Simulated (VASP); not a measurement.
Mn: single point with PBEsol

The system is Mn.

```
CELL_PARAMETERS angstrom
2.53909 0.00000 0.00000
0.00000 2.53909 0.00000
0.00000 0.00000 3.52613
ATOMIC_POSITIONS crystal
Mn 0.00000 0.00000 0.00000
Mn 0.50000 0.50000 0.50000
```

```
Program                : VASP 6.6.1
Task                   : single point
Functional             : PBEsol
Potentials or basis    : VASP PAW PBE potentials, release 64 (Mn_pv)
Cutoff                 : 520 eV
k mesh                 : 14 × 14 × 10
Occupations            : fermi-dirac, width 0.05 eV
Spin                   : collinear spin, antiferromagnetic start
Starting moments       : [0.918, -0.918] μB
Dipole correction      : no
Further INCAR settings : ALGO = Normal; EDIFF = 1e-06; NBANDS = 24
```

```yaml
Pressure: -9.6 GPa
Band_gap_on_the_k_mesh: zero (filled and empty bands overlap)
Net_moment: 0.00 μB per cell
Site_moments: Mn +1.74, -1.74 μB
Valence_electrons_inside_the_program's_atomic_spheres: Mn 11.88
```

Stress tensor (GPa, compression positive):
```
 -7.88   0.00   0.00
  0.00  -7.88   0.00
  0.00   0.00 -12.92
```

Levels at points of the mesh, in eV from the Fermi level:
Spin up:
| k point | band 10 | band 11 | band 12 | band 13 | band 14 | band 15 | band 16 | band 17 |
| --- | --- | --- | --- | --- | --- | --- | --- | --- |
| (0.00, 0.00, 0.00) | -1.20 | -1.20 | -0.70 | 0.02 | 0.77 | 2.24 | 2.24 | 2.36 |
| (0.50, 0.00, 0.00) | -2.36 | -1.29 | -1.02 | -0.98 | -0.26 | 0.89 | 1.40 | 2.74 |
| (0.50, 0.50, 0.00) | -3.63 | 1.29 | 1.32 | 2.16 | 2.16 | 2.16 | 2.70 | 3.15 |
| (0.00, 0.00, 0.50) | -1.73 | -1.04 | -0.56 | -0.56 | 0.15 | 0.44 | 1.02 | 1.02 |
| (0.50, 0.00, 0.50) | -1.53 | -1.15 | -0.43 | 0.35 | 0.48 | 1.28 | 1.98 | 2.11 |
| (0.50, 0.50, 0.50) | -2.48 | -1.43 | -1.43 | -0.42 | 1.29 | 1.31 | 2.70 | 9.38 |
Spin down:
```
           k point  band 11  band 12  band 13  band 14  band 15  band 16
(0.00, 0.00, 0.00)    -1.20    -0.70     0.02     0.77     2.24     2.24
(0.50, 0.00, 0.00)    -1.29    -1.02    -0.98    -0.26     0.89     1.40
(0.50, 0.50, 0.00)     1.29     1.32     2.16     2.16     2.16     2.70
(0.00, 0.00, 0.50)    -1.04    -0.56    -0.56     0.15     0.44     1.02
(0.50, 0.00, 0.50)    -1.15    -0.43     0.35     0.48     1.28     1.98
(0.50, 0.50, 0.50)    -1.43    -1.43    -0.42     1.29     1.31     2.70
```

Run time: 120 s on 1 thread of Intel(R) Xeon(R) 6975P-C (Granite Rapids), on a shared host, peak memory 0.26 GiB.

Caveat: the cell stands under tension; the PAW data sets were made with another functional, which shifts forces and pressure a little.
